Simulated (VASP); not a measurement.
# AlN in VASP: settings compared

The runs below take AlN through single point, with r2SCAN, PBE, HSE06.

Program: VASP 6.6.1. These are calculated values, not measurements. Logs are shortened: lines on timing, memory, paths and dates and some standing lists are left out, and cuts for length are marked.

## 1. The cell of the first run

The structure is cubic, space group F-43m (No. 216). The conventional cell has a = 4.239 Å, b = 4.239 Å, c = 4.239 Å, α = 90.00°, β = 90.00°, γ = 90.00°. Within 2.4 Å of Al (site symmetry -43m) lie 4 N at 1.84 Å. Within 2.4 Å of N (site symmetry -43m) lie 4 Al at 1.84 Å.

## 2. Single point, r2SCAN (strain -3.0%)

POSCAR reads:

```
AlN
1.0
    0.0000000000      2.1193301204      2.1193301204
    2.1193301204      0.0000000000      2.1193301204
    2.1193301204      2.1193301204      0.0000000000
Al N
1 1
Direct
    0.0000000000      0.0000000000      0.0000000000
    0.2500000000      0.2500000000      0.2500000000
```

INCAR.step1 reads:

```
SYSTEM = AlN
PREC = Accurate
ENCUT = 520
ISMEAR = 0
SIGMA = 0.01
LREAL = .False.
LASPH = .True.
NELM = 60
NBANDS = 11
GGA = PE
ALGO = Normal
EDIFF = 1E-4
LWAVE = .True.
LCHARG = .False.
```

INCAR.step2 reads:

```
SYSTEM = AlN
PREC = Accurate
ENCUT = 520
EDIFF = 1E-6
ISMEAR = 0
SIGMA = 0.01
LREAL = .False.
LASPH = .True.
NELM = 60
ALGO = Normal
ISIF = 2
LWAVE = .False.
LCHARG = .False.
METAGGA = R2SCAN
LMIXTAU = .True.
NBANDS = 11
ISTART = 1
```

KPOINTS reads:

```
regular mesh
0
Gamma
  10 10 10
  0 0 0
```

Potentials or basis: VASP PAW PBE potentials, release 64 (Al, N).

On the command line:

```console
> cat potpaw_PBE.64/Al/POTCAR potpaw_PBE.64/N/POTCAR > POTCAR
> cp INCAR.step1 INCAR
> mpirun -np 1 vasp_std > vasp.out
> cp INCAR.step2 INCAR
> mpirun -np 1 vasp_std > vasp.out
```

OUTCAR:

```text
SYSTEM = AlN
   PREC = Accurate
   ENCUT = 520
   EDIFF = 1E-6
   ISMEAR = 0
   LREAL = .False.
   LASPH = .True.
   NELM = 60
   ISIF = 2
   METAGGA = R2SCAN
   ISTART = 1

 ion  position               nearest neighbor table
   1  0.000  0.000  0.000-   2 1.84   2 1.84   2 1.84   2 1.84
   2  0.250  0.250  0.250-   1 1.84   1 1.84   1 1.84   1 1.84

  LATTYP: Found a face centered cubic cell.
 ALAT       =     4.2386602408

  Lattice vectors:

 A1 = (   0.0000000000,   2.1193301204,   2.1193301204)
 A2 = (   2.1193301204,   0.0000000000,   2.1193301204)
 A3 = (   2.1193301204,   2.1193301204,   0.0000000000)

Analysis of symmetry for initial positions (statically):
=====================================================================
 Subroutine PRICEL returns:
 Original cell was already a primitive cell.

 Routine SETGRP: Setting up the symmetry group for a
 face centered cubic supercell.

 Subroutine GETGRP returns: Found 24 space group operations
 (whereof 24 operations were pure point group operations)
 out of a pool of 48 trial point group operations.

The static configuration has the point symmetry T_d .

Analysis of symmetry for dynamics (positions and initial velocities):
=====================================================================
 Subroutine PRICEL returns:
 Original cell was already a primitive cell.

 Routine SETGRP: Setting up the symmetry group for a
 face centered cubic supercell.

 Subroutine GETGRP returns: Found 24 space group operations
 (whereof 24 operations were pure point group operations)
 out of a pool of 48 trial point group operations.

The dynamic configuration has the point symmetry T_d .

 Subroutine INISYM returns: Found 24 space group operations
 (whereof 24 operations are pure point group operations),
 and found     1 'primitive' translations

----------------------------------------------------------------------------------------

                                     Primitive cell

  volume of cell :      19.0382

  direct lattice vectors                    reciprocal lattice vectors
     0.000000000  2.119330120  2.119330120    -0.235923604  0.235923604  0.235923604
     2.119330120  0.000000000  2.119330120     0.235923604 -0.235923604  0.235923604
     2.119330120  2.119330120  0.000000000     0.235923604  0.235923604 -0.235923604

  length of vectors
     2.997185399  2.997185399  2.997185399     0.408631669  0.408631669  0.408631669

  position of ions in fractional coordinates (direct lattice)
     0.000000000  0.000000000  0.000000000
     0.250000000  0.250000000  0.250000000

  ion indices of the primitive-cell ions
   primitive index   ion index
                 1           1
                 2           2

----------------------------------------------------------------------------------------

 KPOINTS: regular mesh

Automatic generation of k-mesh.
 Grid dimensions read from file:
 generate k-points for:   10   10   10

 Generating k-lattice:

  Cartesian coordinates                     Fractional coordinates (reciprocal lattice)
    -0.023592360  0.023592360  0.023592360     0.100000000  0.000000000  0.000000000
     0.023592360 -0.023592360  0.023592360     0.000000000  0.100000000  0.000000000
     0.023592360  0.023592360 -0.023592360     0.000000000  0.000000000  0.100000000

  Length of vectors
     0.040863167  0.040863167  0.040863167

  Shift w.r.t. Gamma in fractional coordinates (k-lattice)
     0.000000000  0.000000000  0.000000000

 Subroutine IBZKPT returns following result:
 ===========================================

 Found     47 irreducible k-points:

 Following reciprocal coordinates:
            Coordinates               Weight
  0.000000  0.000000  0.000000      1.000000
  0.100000  0.000000  0.000000      8.000000
  0.200000  0.000000  0.000000      8.000000
  0.300000  0.000000  0.000000      8.000000
  0.400000  0.000000  0.000000      8.000000
  0.500000  0.000000  0.000000      4.000000
[... 16 lines left out ...]
  0.300000  0.300000  0.000000      6.000000
  0.400000  0.300000  0.000000     24.000000
 [... further k-points ...]
   k-points           NKPTS =     47   k-points in BZ     NKDIM =     47   number of bands    NBANDS=     11
   number of dos      NEDOS =    301   number of ions     NIONS =      2
   total plane-waves  NPLWV =  13824
   dimension x,y,z NGX =    24 NGY =   24 NGZ =   24
   dimension x,y,z NGXF=    48 NGYF=   48 NGZF=   48
   ions per type =               1   1
   NGX,Y,Z   is equivalent  to a cutoff of  13.31, 13.31, 13.31 a.u.
   NGXF,Y,Z  is equivalent  to a cutoff of  26.62, 26.62, 26.62 a.u.
 SYSTEM =  AlN
   PREC   = accura    normal or accurate (medium, high low for compatibility)
   ISTART =      1    job   : 0-new  1-cont  2-samecut
   ICHARG =      0    charge: 1-file 2-atom 10-const
   ISPIN  =      1    spin polarized calculation?
   LNONCOLLINEAR =      F non collinear calculations
   LSORBIT =      F    spin-orbit coupling
   LASPH  =      T    aspherical Exc in radial PAW
   ENCUT  =  520.0 eV  38.22 Ry    6.18 a.u.   5.57  5.57  5.57*2*pi/ulx,y,z
   NELM   =     60;   NELMIN=  2; NELMDL=  0     # of ELM steps
   EDIFF  = 0.1E-05   stopping-criterion for ELM
   LREAL  =      F    real-space projection
   EDIFFG = 0.1E-04   stopping-criterion for IOM
   NSW    =      0    number of steps for IOM
   IBRION =     -1    ionic relax: 0-MD 1-quasi-New 2-CG
   NFREE  =      0    steps in history (QN), initial steepest desc. (CG)
   ISIF   =      2    stress and relaxation
   ISYM   =      2    0-nonsym 1-usesym 2-fastsym
   POTIM  = 0.5000    time-step for ionic-motion
   TEBEG  =    0.0;   TEEND  =   0.0 temperature during run
   PSTRESS=    0.0 pullay stress
   NELECT =       8.0000    total number of electrons
   NUPDOWN=      -1.0000    fix difference up-down
   EMIN   =  10.00;   EMAX   =-10.00  energy-range for DOS
   EFERMI =   0.00;   METHOD = LEGACY
   ISMEAR =     0;   SIGMA  =   0.01  broadening in eV -4-tet -1-fermi 0-gaus
   EFERMI_NEDOS =   21; number of points for ismear=-14 and -15
   IALGO  =     38    algorithm
   IMIX   =      4    mixing-type and parameters
     AMIX     =   0.40;   BMIX     =  1.00
     AMIX_MAG =   1.60;   BMIX_MAG =  1.00
  volume/ion in A,a.u.               =       9.52        64.24
  Fermi-wavevector in a.u.,A,eV,Ry     =   1.226204  2.317190 20.457412  1.503577
  Thomas-Fermi vector in A             =   2.361214
   LORBIT       =      0    0 simple, 1 ext, 2 COOP (PROOUT), +10 PAW based schemes
   METAGGA = R2SCAN    functional components
   LHFCALC =     F    Hartree Fock is set to
   AEXX    =    0.0000 exact exchange contribution
   IVDW    =     0    specifies the selected vdW correction
   LEPSILON=     F    determine dielectric tensor
   LRPA    =     F    only Hartree local field effects (RPA)
 non-spin polarized calculation
 Gauss-broadening in eV      SIGMA  =   0.01
  energy-cutoff  :      520.00
  volume of cell :       19.04
 maximum number of plane-waves:       532
 NGX is ok and might be reduce to    24
   NGX = 11   NGY = 11   NGZ = 11

 number of electron       7.9999999 magnetization

 Free energy of the ion-electron system (eV)
  ---------------------------------------------------
  ext. energy  EPLUGINS =         0.00000000
  ---------------------------------------------------
  free energy    TOTEN  =       -19.06019687 eV

  energy without entropy =      -19.06019687  energy(sigma->0) =      -19.06019687

 E-fermi :   6.6927     XC(G=0): -11.8342

 val. band max:        6.5658041108   @ k =   0.0000   0.0000   0.0000
 cond. band min:      10.5657241720   @ k =   0.5000   0.5000   0.0000
 fundamental gap:      3.9999200612
 Fermi energy:         6.6927091192

 k-point     1 :       0.0000    0.0000    0.0000
  band No.  band energies     occupation
      1      -9.7179      2.00000
      2       6.5658      2.00000
      3       6.5658      2.00000
      4       6.5658      2.00000
      5      12.3277      0.00000
      6      21.0435      0.00000
      7      21.0435      0.00000
      8      21.0435      0.00000
      9      25.8634      0.00000
     10      25.8634      0.00000
     11      27.7898      0.00000

 k-point     2 :       0.1000    0.0000    0.0000
  band No.  band energies     occupation
      1      -9.5547      2.00000
      2       5.7561      2.00000
      3       6.5133      2.00000
      4       6.5133      2.00000
      5      12.9687      0.00000
      6      20.6585      0.00000
      7      21.1948      0.00000
      8      21.1948      0.00000
      9      24.5710      0.00000
     10      24.5710      0.00000
     11      26.9546      0.00000

 k-point     3 :       0.2000    0.0000    0.0000
  band No.  band energies     occupation
      1      -9.0900      2.00000
      2       4.0552      2.00000
      3       6.3819      2.00000
      4       6.3819      2.00000
      5      14.1288      0.00000
      6      19.8329      0.00000
      7      20.9821      0.00000
      8      20.9821      0.00000
      9      24.1405      0.00000
     10      24.1405      0.00000
     11      26.1168      0.00000

 k-point     4 :       0.3000    0.0000    0.0000
  band No.  band energies     occupation
      1      -8.4141      2.00000
      2       2.2590      2.00000
      3       6.2304      2.00000
      4       6.2304      2.00000
      5      15.0233      0.00000
      6      18.9893      0.00000
      7      20.0801      0.00000
      8      20.0801      0.00000
      9      25.5111      0.00000
     10      25.5111      0.00000
     11      26.1066      0.00000
[... 239 lines left out ...]
 k-point    22 :      -0.2000    0.2000    0.0000
  band No.  band energies     occupation
      1      -8.1918      2.00000
      2       2.6029      2.00000
      3       4.7664      2.00000
      4       6.3172      2.00000
      5      15.6585      0.00000
      6      18.1011      0.00000
      7      19.9188      0.00000
      8      20.5720      0.00000
      9      23.3965      0.00000
     10      27.4982      0.00000
     11      30.2256      0.00000

 k-point    23 :       0.3000    0.3000    0.0000
  band No.  band energies     occupation
      1      -7.9928      2.00000
      2       2.8846      2.00000
      3       5.2400      2.00000
      4       5.2400      2.00000
      5      12.8894      0.00000
      6      17.7842      0.00000
      7      20.5720      0.00000
      8      23.2906      0.00000
      9      23.2906      0.00000
     10      28.8900      0.00000
     11      33.2834      0.00000

 k-point    24 :       0.4000    0.3000    0.0000
  band No.  band energies     occupation
      1      -7.4736      2.00000
      2       2.1748      2.00000
      3       4.7526      2.00000
      4       5.0662      2.00000
      5      12.3629      0.00000
      6      17.6091      0.00000
      7      21.0944      0.00000
      8      23.3065      0.00000
      9      23.9700      0.00000
     10      30.1226      0.00000
     11      33.0454      0.00000

 [... further k-points ...]
[... 5 lines left out ...]
  --------------------------------------------------------------------------------------
  -------------------------------------------------------------------------------------
  Total        2.6888665      2.6888665      2.6888665      0.0000000      0.0000000      0.0000000
  in kB      226.2840774    226.2840774    226.2840774      0.0000000      0.0000000      0.0000000
  external PRESSURE =     226.2840774 kB  Pullay stress =       0.0000000 kB

 VOLUME and BASIS-vectors are now :
 -----------------------------------------------------------------------------
  energy-cutoff  :      520.00
  volume of cell :       19.04
      direct lattice vectors                 reciprocal lattice vectors
     0.000000000  2.119330120  2.119330120    -0.235923604  0.235923604  0.235923604
     2.119330120  0.000000000  2.119330120     0.235923604 -0.235923604  0.235923604
     2.119330120  2.119330120  0.000000000     0.235923604  0.235923604 -0.235923604

 POSITION                                       TOTAL-FORCE (eV/Angst)
 -----------------------------------------------------------------------------------
      0.00000      0.00000      0.00000         0.000000     -0.000000      0.000000
      1.05967      1.05967      1.05967        -0.000000      0.000000     -0.000000
 -----------------------------------------------------------------------------------
    total drift:                                0.000001      0.000001      0.000001

  FREE ENERGIE OF THE ION-ELECTRON SYSTEM (eV)
  ---------------------------------------------------
  free  energy   TOTEN  =       -19.0601968695 eV

  energy  without entropy=      -19.0601968695  energy(sigma->0) =      -19.06019687
```

Wall time 30 s (1 thread of Intel Xeon 6975P-C, shared host); peak memory 0.14 GiB.

Results:

```yaml
Free_energy: -19.0602 eV
Pressure: 22.6 GPa
Band_gap_on_the_k_mesh: 4.00 eV, indirect (least direct gap 5.76 eV)
```

Levels at points of the mesh, in eV from the valence-band top:
| k point | band 1 | band 2 | band 3 | band 4 | band 5 | band 6 | band 7 | band 8 |
| --- | --- | --- | --- | --- | --- | --- | --- | --- |
| (0.00, 0.00, 0.00) | -16.28 | 0.00 | 0.00 | 0.00 | 5.76 | 14.48 | 14.48 | 14.48 |
| (0.50, 0.00, 0.00) | -13.99 | -6.29 | -0.49 | -0.49 | 9.09 | 11.50 | 12.54 | 12.54 |
| (0.50, 0.50, 0.00) | -13.28 | -5.24 | -1.90 | -1.90 | 4.00 | 10.06 | 16.57 | 18.15 |

Caveat: the cell differs from its parent crystal (strain -3.0%); the PAW data sets were made with another functional, which shifts forces and pressure a little. A k mesh can miss the band edges.

## 3. Single point, r2SCAN

This run uses another cell than the first one, of 10.43 Å³/atom, 1.096 times its volume.

POSCAR reads:

```
AlN
1.0
    0.0000000000      2.1848764128      2.1848764128
    2.1848764128      0.0000000000      2.1848764128
    2.1848764128      2.1848764128      0.0000000000
Al N
1 1
Direct
    0.0000000000      0.0000000000      0.0000000000
    0.2500000000      0.2500000000      0.2500000000
```

INCAR.step1 is that of step 2.

INCAR.step2 is that of step 2.

KPOINTS reads:

```
Automatic mesh
0
Gamma
  10 10 10
  0 0 0
```

Potentials or basis: VASP PAW PBE potentials, release 64 (Al, N).

On the command line:

```console
> cat potpaw_PBE.64/Al/POTCAR potpaw_PBE.64/N/POTCAR > POTCAR
> cp INCAR.step1 INCAR
> mpirun -np 1 vasp_std > vasp.out
> cp INCAR.step2 INCAR
> mpirun -np 1 vasp_std > vasp.out
```

OUTCAR:

```text
SYSTEM = AlN
   PREC = Accurate
   ENCUT = 520
   EDIFF = 1E-6
   ISMEAR = 0
   LREAL = .False.
   LASPH = .True.
   NELM = 60
   ISIF = 2
   METAGGA = R2SCAN
   ISTART = 1

 ion  position               nearest neighbor table
   1  0.000  0.000  0.000-   2 1.89   2 1.89   2 1.89   2 1.89
   2  0.250  0.250  0.250-   1 1.89   1 1.89   1 1.89   1 1.89

  LATTYP: Found a face centered cubic cell.
 ALAT       =     4.3697528256

  Lattice vectors:

 A1 = (   0.0000000000,   2.1848764128,   2.1848764128)
 A2 = (   2.1848764128,   0.0000000000,   2.1848764128)
 A3 = (   2.1848764128,   2.1848764128,   0.0000000000)

Analysis of symmetry for initial positions (statically):
=====================================================================
 Subroutine PRICEL returns:
 Original cell was already a primitive cell.

 Routine SETGRP: Setting up the symmetry group for a
 face centered cubic supercell.

 Subroutine GETGRP returns: Found 24 space group operations
 (whereof 24 operations were pure point group operations)
 out of a pool of 48 trial point group operations.

The static configuration has the point symmetry T_d .

Analysis of symmetry for dynamics (positions and initial velocities):
[... 166 lines left out ...]
 k-point     1 :       0.0000    0.0000    0.0000
  band No.  band energies     occupation
      1     -10.0529      2.00000
      2       5.6818      2.00000
      3       5.6818      2.00000
      4       5.6818      2.00000
      5      10.5629      0.00000
      6      19.1906      0.00000
      7      19.1906      0.00000
      8      19.1906      0.00000
      9      24.2060      0.00000
     10      24.2060      0.00000
     11      25.9160      0.00000
[... 309 lines left out ...]
 k-point    24 :       0.4000    0.3000    0.0000
  band No.  band energies     occupation
      1      -8.0682      2.00000
      2       1.4924      2.00000
      3       3.9637      2.00000
      4       4.2558      2.00000
      5      11.2523      0.00000
      6      16.0939      0.00000
      7      18.9673      0.00000
      8      21.3539      0.00000
      9      21.9248      0.00000
     10      28.1160      0.00000
     11      30.5282      0.00000

 [... further k-points ...]
[... 5 lines left out ...]
  --------------------------------------------------------------------------------------
  -------------------------------------------------------------------------------------
  Total       -0.0501937     -0.0501937     -0.0501937      0.0000000      0.0000000      0.0000000
  in kB       -3.8552207     -3.8552207     -3.8552207      0.0000000      0.0000000      0.0000000
  external PRESSURE =      -3.8552207 kB  Pullay stress =       0.0000000 kB

 VOLUME and BASIS-vectors are now :
 -----------------------------------------------------------------------------
  energy-cutoff  :      520.00
  volume of cell :       20.86
      direct lattice vectors                 reciprocal lattice vectors
     0.000000000  2.184876413  2.184876413    -0.228845896  0.228845896  0.228845896
     2.184876413  0.000000000  2.184876413     0.228845896 -0.228845896  0.228845896
     2.184876413  2.184876413  0.000000000     0.228845896  0.228845896 -0.228845896

 POSITION                                       TOTAL-FORCE (eV/Angst)
 -----------------------------------------------------------------------------------
      0.00000      0.00000      0.00000        -0.000000      0.000000      0.000000
      1.09244      1.09244      1.09244         0.000000     -0.000000     -0.000000
 -----------------------------------------------------------------------------------
    total drift:                               -0.000000     -0.000000     -0.000000

  FREE ENERGIE OF THE ION-ELECTRON SYSTEM (eV)
  ---------------------------------------------------
  free  energy   TOTEN  =       -19.1797247554 eV

  energy  without entropy=      -19.1797247554  energy(sigma->0) =      -19.17972476
```

It took 30 s on 1 thread of Intel Xeon 6975P-C, shared host; peak memory 0.14 GiB.

Results:

```
Free energy            : -19.1797 eV
Pressure               : -0.4 GPa
Band gap on the k mesh : 3.93 eV, indirect (least direct gap 4.88 eV)
```

Levels at points of the mesh, in eV from the valence-band top:
```csv
k point,band 2,band 3,band 4,band 5,band 6,band 7
"(0.00, 0.00, 0.00)",0.00,0.00,0.00,4.88,13.51,13.51
"(0.50, 0.00, 0.00)",-5.89,-0.49,-0.49,8.20,10.82,11.94
"(0.50, 0.50, 0.00)",-4.95,-1.81,-1.81,3.93,9.47,15.18
```

Caveat: the PAW data sets were made with another functional, which shifts forces and pressure a little.

(Continued in part 2 of 2.)
